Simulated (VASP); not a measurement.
Set up this calculation in VASP 6.6.1, as the native input.

* Task: single point
* Functional: LDA
* Potentials or basis: VASP PAW LDA potentials, release 64 (Ru_pv, Si)
* Cutoff: 520 eV
* k mesh: 12 × 12 × 1
* Occupations: gaussian, width 0.1 eV
* Spin: no spin polarisation
* Dipole correction: yes
* Further INCAR settings: ALGO = Normal; EDIFF = 1e-06; NBANDS = 46

The structure of SiRu5 lies in POSCAR:

```
SiRu5
1.0
    2.6740588505      0.0000000000      0.0000000000
   -1.3370294252      2.3158028957      0.0000000000
    0.0000000000      0.0000000000     23.8999247755
Ru Si
5 1
Direct
    0.6666666667      0.3333333333      0.1673645435
    0.3333333333      0.6666666667      0.2557907839
    0.6666666667      0.3333333333      0.3443582822
    0.3333333333      0.6666666667      0.4334512798
    0.6666666667      0.3333333333      0.5188269374
    0.6666666667      0.8333333333      0.6057327227
```

One way to write it, as run:

INCAR

```
PREC = Accurate ; ENCUT = 520
EDIFF = 1E-6 ; ISMEAR = 0
SIGMA = 0.1 ; LREAL = False
LASPH = True ; NELM = 60
ALGO = Normal ; ISIF = 2
LWAVE = False ; LCHARG = False
LDIPOL = True ; IDIPOL = 3
DIPOL = 0.5 0.5 0.388 ; GGA = CA
NBANDS = 46
```

KPOINTS

```
regular mesh
0
Gamma
  12 12 1
```

Potentials or basis: VASP PAW LDA potentials, release 64 (Ru_pv, Si).

Command:

```console
$ cat potpaw_LDA.64/Ru_pv/POTCAR potpaw_LDA.64/Si/POTCAR > POTCAR
$ mpirun -np 1 vasp_std > vasp.out
```

It gave:

- Largest force: 0.780 eV/Å
- Band gap on the k mesh: zero (band 37 reaches 5.96 eV, above the bottom of band 38 at 3.40 eV)

Wall time 6.1 min on 1 thread of Intel(R) Xeon(R) 6975P-C (Granite Rapids) (shared host), peak memory 0.35 GiB.
